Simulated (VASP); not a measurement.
# WC (I4/mmm) in VASP: notebook

WC is run at these levels: PBEsol; tasks: single point.

All numbers are computed with VASP 6.6.1; they aren't measurements. Logs are shortened: lines on timing, memory, paths and dates and some standing lists are left out, and cuts for length are marked.

### Step 1. The cell of the first run

The structure is tetragonal, space group I4/mmm (No. 139). Conventional cell: a = 2.709 Å, b = 2.709 Å, c = 5.746 Å, α = 90.00°, β = 90.00°, γ = 90.00°. W (site symmetry 4/mmm) has 4 C at 1.92 Å within 2.5 Å. C (site symmetry 4/mmm) has 4 W at 1.92 Å within 2.5 Å.

### Step 2. Single point, PBEsol

Contents of INCAR:

```
SYSTEM = WC
PREC = Accurate
ENCUT = 520
EDIFF = 1E-6
ISMEAR = 0
SIGMA = 0.15
LREAL = .FALSE.
LASPH = .TRUE.
NELM = 80
ALGO = Normal
ISIF = 2
LWAVE = .FALSE.
LCHARG = .FALSE.
GGA = PS
NBANDS = 16
```

Contents of KPOINTS:

```
regular mesh
0
G
  20 20 20
  0 0 0
```

Contents of POSCAR:

```
WC
1.0
    0.0000000000      1.9154859077      2.8732288616
    1.9154859077      0.0000000000      2.8732288616
    1.9154859077      1.9154859077      0.0000000000
W C
1 1
Direct
    0.0000000000      0.0000000000      0.0000000000
    0.5000000000      0.5000000000      0.5000000000
```

Potentials or basis: VASP PAW PBE potentials, release 64 (W_sv, C).

Command:

```console
cat potpaw_PBE.64/W_sv/POTCAR potpaw_PBE.64/C/POTCAR > POTCAR
mpirun -np 1 vasp_std > vasp.out
```

OUTCAR:

```text
SYSTEM = WC
   PREC = Accurate
   ENCUT = 520
   EDIFF = 1E-6
   ISMEAR = 0
   LREAL = .FALSE.
   LASPH = .TRUE.
   NELM = 80
   ISIF = 2
   GGA = PS

 ion  position               nearest neighbor table
   1  0.000  0.000  0.000-   2 1.92   2 1.92   2 1.92   2 1.92
   2  0.500  0.500  0.500-   1 1.92   1 1.92   1 1.92   1 1.92

  LATTYP: Found a body centered tetragonal cell.
 ALAT       =     2.7089061492
 C/A-ratio  =     2.1213203436

  Lattice vectors:

 A1 = (  -1.9154859077,   0.0000000000,   2.8732288616)
 A2 = (   1.9154859077,   0.0000000000,   2.8732288616)
 A3 = (   0.0000000000,   1.9154859077,  -2.8732288616)

Analysis of symmetry for initial positions (statically):
=====================================================================
 Subroutine PRICEL returns:
 Original cell was already a primitive cell.

 Routine SETGRP: Setting up the symmetry group for a
 body centered tetragonal supercell.

 Subroutine GETGRP returns: Found 16 space group operations
 (whereof 16 operations were pure point group operations)
 out of a pool of 16 trial point group operations.

The static configuration has the point symmetry D_4h.

Analysis of symmetry for dynamics (positions and initial velocities):
=====================================================================
 Subroutine PRICEL returns:
 Original cell was already a primitive cell.

 Routine SETGRP: Setting up the symmetry group for a
 body centered tetragonal supercell.

 Subroutine GETGRP returns: Found 16 space group operations
 (whereof 16 operations were pure point group operations)
 out of a pool of 16 trial point group operations.

The dynamic configuration has the point symmetry D_4h.

 Subroutine INISYM returns: Found 16 space group operations
 (whereof 16 operations are pure point group operations),
 and found     1 'primitive' translations

----------------------------------------------------------------------------------------

                                     Primitive cell

  volume of cell :      21.0842

  direct lattice vectors                    reciprocal lattice vectors
     0.000000000  1.915485908  2.873228862    -0.261030372  0.261030372  0.174020248
     1.915485908  0.000000000  2.873228862     0.261030372 -0.261030372  0.174020248
     1.915485908  1.915485908  0.000000000     0.261030372  0.261030372 -0.174020248

  length of vectors
     3.453191329  3.453191329  2.708906149     0.408113658  0.408113658  0.408113658

  position of ions in fractional coordinates (direct lattice)
     0.000000000  0.000000000  0.000000000
     0.500000000  0.500000000  0.500000000

  ion indices of the primitive-cell ions
   primitive index   ion index
                 1           1
                 2           2

----------------------------------------------------------------------------------------

 KPOINTS: regular mesh

Automatic generation of k-mesh.
 Grid dimensions read from file:
 generate k-points for:   20   20   20

 Generating k-lattice:

  Cartesian coordinates                     Fractional coordinates (reciprocal lattice)
    -0.013051519  0.013051519  0.008701012     0.050000000  0.000000000  0.000000000
     0.013051519 -0.013051519  0.008701012     0.000000000  0.050000000  0.000000000
     0.013051519  0.013051519 -0.008701012     0.000000000  0.000000000  0.050000000

  Length of vectors
     0.020405683  0.020405683  0.020405683

  Shift w.r.t. Gamma in fractional coordinates (k-lattice)
     0.000000000  0.000000000  0.000000000

 Subroutine IBZKPT returns following result:
 ===========================================

 Found    641 irreducible k-points:

 Following reciprocal coordinates:
            Coordinates               Weight
  0.000000  0.000000  0.000000      1.000000
  0.050000  0.000000  0.000000      8.000000
  0.100000  0.000000  0.000000      8.000000
  0.150000  0.000000  0.000000      8.000000
  0.200000  0.000000  0.000000      8.000000
  0.250000  0.000000  0.000000      8.000000
[... 16 lines left out ...]
 -0.400000  0.050000  0.000000      8.000000
 -0.350000  0.050000  0.000000      8.000000
 [... further k-points ...]
   k-points           NKPTS =    641   k-points in BZ     NKDIM =    641   number of bands    NBANDS=     16
   number of dos      NEDOS =    301   number of ions     NIONS =      2
   total plane-waves  NPLWV =  15680
   dimension x,y,z NGX =    28 NGY =   28 NGZ =   20
   dimension x,y,z NGXF=    56 NGYF=   56 NGZF=   40
   ions per type =               1   1
   NGX,Y,Z   is equivalent  to a cutoff of  13.48, 13.48, 12.27 a.u.
   NGXF,Y,Z  is equivalent  to a cutoff of  26.96, 26.96, 24.55 a.u.
 SYSTEM =  WC
   PREC   = accura    normal or accurate (medium, high low for compatibility)
   ISTART =      0    job   : 0-new  1-cont  2-samecut
   ICHARG =      2    charge: 1-file 2-atom 10-const
   ISPIN  =      1    spin polarized calculation?
   LNONCOLLINEAR =      F non collinear calculations
   LSORBIT =      F    spin-orbit coupling
   LASPH  =      T    aspherical Exc in radial PAW
   ENCUT  =  520.0 eV  38.22 Ry    6.18 a.u.   6.42  6.42  5.04*2*pi/ulx,y,z
   NELM   =     80;   NELMIN=  2; NELMDL= -5     # of ELM steps
   EDIFF  = 0.1E-05   stopping-criterion for ELM
   LREAL  =      F    real-space projection
   EDIFFG = 0.1E-04   stopping-criterion for IOM
   NSW    =      0    number of steps for IOM
   IBRION =     -1    ionic relax: 0-MD 1-quasi-New 2-CG
   NFREE  =      0    steps in history (QN), initial steepest desc. (CG)
   ISIF   =      2    stress and relaxation
   ISYM   =      2    0-nonsym 1-usesym 2-fastsym
   POTIM  = 0.5000    time-step for ionic-motion
   TEBEG  =    0.0;   TEEND  =   0.0 temperature during run
   PSTRESS=    0.0 pullay stress
   NELECT =      18.0000    total number of electrons
   NUPDOWN=      -1.0000    fix difference up-down
   EMIN   =  10.00;   EMAX   =-10.00  energy-range for DOS
   EFERMI =   0.00;   METHOD = LEGACY
   ISMEAR =     0;   SIGMA  =   0.15  broadening in eV -4-tet -1-fermi 0-gaus
   EFERMI_NEDOS =   21; number of points for ismear=-14 and -15
   IALGO  =     38    algorithm
   IMIX   =      4    mixing-type and parameters
     AMIX     =   0.40;   BMIX     =  1.00
     AMIX_MAG =   1.60;   BMIX_MAG =  1.00
  volume/ion in A,a.u.               =      10.54        71.14
  Fermi-wavevector in a.u.,A,eV,Ry     =   1.553029  2.934800 32.815887  2.411900
  Thomas-Fermi vector in A             =   2.657319
   LORBIT       =      0    0 simple, 1 ext, 2 COOP (PROOUT), +10 PAW based schemes
   GGA     = PS    functional components
   LHFCALC =     F    Hartree Fock is set to
   AEXX    =    0.0000 exact exchange contribution
   IVDW    =     0    specifies the selected vdW correction
   LEPSILON=     F    determine dielectric tensor
   LRPA    =     F    only Hartree local field effects (RPA)
 non-spin polarized calculation
 Gauss-broadening in eV      SIGMA  =   0.15
  energy-cutoff  :      520.00
  volume of cell :       21.08
 maximum number of plane-waves:       588
 NGX is ok and might be reduce to    28

 number of electron      18.0000002 magnetization

 Free energy of the ion-electron system (eV)
  ---------------------------------------------------
  ext. energy  EPLUGINS =         0.00000000
  ---------------------------------------------------
  free energy    TOTEN  =       -20.15255206 eV

  energy without entropy =      -20.14024488  energy(sigma->0) =      -20.14639847

 E-fermi :  11.6659     XC(G=0): -13.5752

 val. band max:       11.6626604659   @ k =   0.4500   0.0000   0.3000
 cond. band min:      11.6676087153   @ k =  -0.4500   0.0500   0.3500
 fundamental gap:      0.0049482493
 Fermi energy:        11.6658886089

 k-point     1 :       0.0000    0.0000    0.0000
  band No.  band energies     occupation
      1     -62.8785      2.00000
      2     -27.1230      2.00000
      3     -26.9411      2.00000
      4     -26.9411      2.00000
      5      -4.1391      2.00000
      6       6.2073      2.00000
[... 8 lines left out ...]
     15      23.6580      0.00000
     16      30.4911      0.00000

 k-point     2 :       0.0500    0.0000    0.0000
  band No.  band energies     occupation
      1     -62.8765      2.00000
      2     -27.1228      2.00000
      3     -26.9742      2.00000
      4     -26.9371      2.00000
      5      -4.0518      2.00000
      6       6.2150      2.00000
[... 8 lines left out ...]
     15      23.7579      0.00000
     16      29.7802      0.00000

 k-point     3 :       0.1000    0.0000    0.0000
  band No.  band energies     occupation
      1     -62.8706      2.00000
      2     -27.1230      2.00000
      3     -27.0686      2.00000
      4     -26.9255      2.00000
      5      -3.7958      2.00000
      6       6.1985      2.00000
[... 8 lines left out ...]
     15      24.1854      0.00000
     16      28.5003      0.00000

 k-point     4 :       0.1500    0.0000    0.0000
  band No.  band energies     occupation
      1     -62.8613      2.00000
      2     -27.2179      2.00000
      3     -27.1183      2.00000
      4     -26.9073      2.00000
      5      -3.3868      2.00000
      6       6.0731      2.00000
[... 8 lines left out ...]
     15      24.7717      0.00000
     16      27.5906      0.00000

 k-point     5 :       0.2000    0.0000    0.0000
  band No.  band energies     occupation
      1     -62.8496      2.00000
      2     -27.3973      2.00000
      3     -27.1168      2.00000
      4     -26.8843      2.00000
      5      -2.8482      2.00000
      6       5.7969      2.00000
[... 8 lines left out ...]
     15      25.3825      0.00000
     16      27.6857      0.00000

 k-point     6 :       0.2500    0.0000    0.0000
  band No.  band energies     occupation
      1     -62.8366      2.00000
      2     -27.5915      2.00000
      3     -27.1145      2.00000
      4     -26.8587      2.00000
      5      -2.2068      2.00000
      6       5.3953      2.00000
[... 8 lines left out ...]
     15      25.9758      0.00000
     16      28.3038      0.00000

 k-point     7 :       0.3000    0.0000    0.0000
  band No.  band energies     occupation
      1     -62.8236      2.00000
      2     -27.7805      2.00000
      3     -27.1120      2.00000
      4     -26.8328      2.00000
      5      -1.4891      2.00000
      6       4.8448      2.00000
[... 8 lines left out ...]
     15      26.4797      0.00000
     16      28.5231      0.00000

 k-point     8 :       0.3500    0.0000    0.0000
  band No.  band energies     occupation
      1     -62.8119      2.00000
      2     -27.9470      2.00000
      3     -27.1097      2.00000
      4     -26.8094      2.00000
      5      -0.7189      2.00000
      6       4.1293      2.00000
[... 8 lines left out ...]
     15      26.6743      0.00000
     16      27.9697      0.00000

 k-point     9 :       0.4000    0.0000    0.0000
  band No.  band energies     occupation
      1     -62.8025      2.00000
      2     -28.0764      2.00000
      3     -27.1078      2.00000
      4     -26.7907      2.00000
      5       0.0839      2.00000
      6       3.3570      2.00000
[... 8 lines left out ...]
     15      25.8579      0.00000
     16      27.7755      0.00000
[... 172 lines left out ...]
 k-point    19 :       0.4000    0.0500    0.0000
  band No.  band energies     occupation
      1     -62.8112      2.00000
      2     -27.9496      2.00000
      3     -27.1254      2.00000
      4     -26.8116      2.00000
      5      -0.5872      2.00000
      6       3.9929      2.00000
[... 8 lines left out ...]
     15      27.0660      0.00000
     16      27.6908      0.00000

 k-point    20 :       0.4500    0.0500    0.0000
  band No.  band energies     occupation
      1     -62.8020      2.00000
      2     -28.0781      2.00000
      3     -27.1191      2.00000
      4     -26.7923      2.00000
      5       0.2130      2.00000
      6       3.2393      2.00000
[... 8 lines left out ...]
     15      25.8567      0.00000
     16      28.0299      0.00000

 k-point    21 :       0.5000    0.0500    0.0000
  band No.  band energies     occupation
      1     -62.7963      2.00000
      2     -28.1590      2.00000
      3     -27.1126      2.00000
      4     -26.7795      2.00000
      5       1.0268      2.00000
      6       2.4423      2.00000
[... 8 lines left out ...]
     15      26.7819      0.00000
     16      28.0592      0.00000

 k-point    22 :      -0.4500    0.0500    0.0000
  band No.  band energies     occupation
      1     -62.7944      2.00000
      2     -28.1860      2.00000
      3     -27.1066      2.00000
      4     -26.7745      2.00000
      5       1.6052      2.00000
      6       1.8619      2.00000
[... 8 lines left out ...]
     15      27.2785      0.00000
     16      27.7397      0.00000

 k-point    23 :      -0.4000    0.0500    0.0000
  band No.  band energies     occupation
      1     -62.7967      2.00000
      2     -28.1570      2.00000
      3     -27.1017      2.00000
      4     -26.7779      2.00000
      5       0.7895      2.00000
      6       2.6627      2.00000
[... 8 lines left out ...]
     15      26.8242      0.00000
     16      27.5855      0.00000

 k-point    24 :      -0.3500    0.0500    0.0000
  band No.  band energies     occupation
      1     -62.8030      2.00000
      2     -28.0743      2.00000
      3     -27.0984      2.00000
      4     -26.7894      2.00000
      5      -0.0309      2.00000
      6       3.4571      2.00000
[... 8 lines left out ...]
     15      25.7131      0.00000
     16      27.7155      0.00000

 [... further k-points ...]

------------------------ aborting loop because EDIFF is reached ----------------------------------------

  FORCE on cell =-STRESS in cart. coord.  units (eV):
  Direction    XX          YY          ZZ          XY          YZ          ZX
  --------------------------------------------------------------------------------------
  -------------------------------------------------------------------------------------
  Total       19.3190618     19.3190618     -1.7208831      0.0000000      0.0000000      0.0000000
  in kB     1468.0419863   1468.0419863   -130.7687025      0.0000000      0.0000000      0.0000000
  external PRESSURE =     935.1050901 kB  Pullay stress =       0.0000000 kB

 VOLUME and BASIS-vectors are now :
 -----------------------------------------------------------------------------
  energy-cutoff  :      520.00
  volume of cell :       21.08
      direct lattice vectors                 reciprocal lattice vectors
     0.000000000  1.915485908  2.873228862    -0.261030372  0.261030372  0.174020248
     1.915485908  0.000000000  2.873228862     0.261030372 -0.261030372  0.174020248
     1.915485908  1.915485908  0.000000000     0.261030372  0.261030372 -0.174020248

 POSITION                                       TOTAL-FORCE (eV/Angst)
 -----------------------------------------------------------------------------------
      0.00000      0.00000      0.00000        -0.000000      0.000000     -0.000000
      1.91549      1.91549      2.87323         0.000000     -0.000000      0.000000
 -----------------------------------------------------------------------------------
    total drift:                               -0.000000      0.000000      0.000000

  FREE ENERGIE OF THE ION-ELECTRON SYSTEM (eV)
  ---------------------------------------------------
  free  energy   TOTEN  =       -20.1525520565 eV

  energy  without entropy=      -20.1402448818  energy(sigma->0) =      -20.14639847
```

Run time: 82 s. Hardware: 1 thread of Intel Xeon 6975P-C (Granite Rapids), shared host; peak memory 0.32 GiB.

What came out:

```yaml
Free_energy: -20.1526 eV
Pressure: 93.5 GPa
Band_gap_on_the_k_mesh: zero (bands 9 and 10 overlap by 4.11 eV)
```

Levels at points of the mesh, in eV from the Fermi level:
| k point | band 7 | band 8 | band 9 | band 10 | band 11 | band 12 |
| --- | --- | --- | --- | --- | --- | --- |
| (0.00, 0.00, 0.00) | -4.70 | -2.03 | -0.13 | -0.13 | 0.11 | 0.11 |
| (0.50, 0.00, 0.00) | -7.60 | -7.30 | 1.00 | 1.94 | 3.78 | 4.73 |
| (0.50, 0.50, 0.00) | -6.03 | -0.46 | -0.46 | 1.70 | 2.18 | 2.18 |
| (0.50, 0.00, 0.50) | -3.07 | -2.40 | -1.90 | -0.90 | 0.37 | 5.70 |

Caveat: the cell stands under pressure; the PAW data sets were made with another functional, which shifts forces and pressure a little; spin-orbit coupling is left out, which moves the levels of the heavy elements.

### Step 3. Single point, PBEsol

This run uses another cell than the first one, of the same volume but with other edges.

Contents of INCAR:

```
SYSTEM = WC
PREC = Accurate
ENCUT = 520
EDIFF = 1E-7
ISMEAR = 0
SIGMA = 0.15
LREAL = .False.
LASPH = .True.
NELM = 100
ALGO = Normal
ISIF = 2
LWAVE = .False.
LCHARG = .False.
GGA = PS
NBANDS = 16
```

Contents of KPOINTS:

```
Automatic mesh
0
Gamma
  20 20 20
  0 0 0
```

Contents of POSCAR:

```
WC
1.0
    0.0000000000      2.2227245001      2.1338155201
    2.2227245001      0.0000000000      2.1338155201
    2.2227245001      2.2227245001      0.0000000000
W C
1 1
Direct
    0.0000000000      0.0000000000      0.0000000000
    0.5000000000      0.5000000000      0.5000000000
```

Potentials or basis: VASP PAW PBE potentials, release 64 (W_sv, C).

Command:

```console
cat potpaw_PBE.64/W_sv/POTCAR potpaw_PBE.64/C/POTCAR > POTCAR
mpirun -np 1 vasp_std > vasp.out
```

Run time: 54 s. Hardware: 1 thread of Intel Xeon 6975P-C (Granite Rapids), shared host; peak memory 0.31 GiB.

The run converged. Its results:

```
Free energy            : -22.9451 eV
Pressure               : -7.7 GPa
Band gap on the k mesh : zero (bands 9 and 10 overlap by 3.00 eV)
```

Stress tensor (GPa, compression positive):
```
-15.88   0.00   0.00
  0.00 -15.88   0.00
  0.00   0.00   8.56
```

Levels at points of the mesh, in eV from the Fermi level:
```
           k point  band 6  band 7  band 8  band 9  band 10  band 11  band 12  band 13
(0.00, 0.00, 0.00)   -2.90   -2.90   -2.40   -1.20    -1.08    -1.08    -0.88    -0.80
(0.50, 0.00, 0.00)   -9.79   -6.61   -6.55    0.91     1.25     2.39     4.90     8.35
(0.50, 0.50, 0.00)   -5.79   -5.24   -2.65   -2.65     0.92     2.29     2.29     5.85
(0.50, 0.00, 0.50)   -5.75   -5.72   -2.41   -2.29     0.79     2.07     2.49     5.23
```

Caveat: the cell stands under tension; the PAW data sets were made with another functional, which shifts forces and pressure a little; spin-orbit coupling is left out, which moves the levels of the heavy elements.

[end of part 1 of 2]
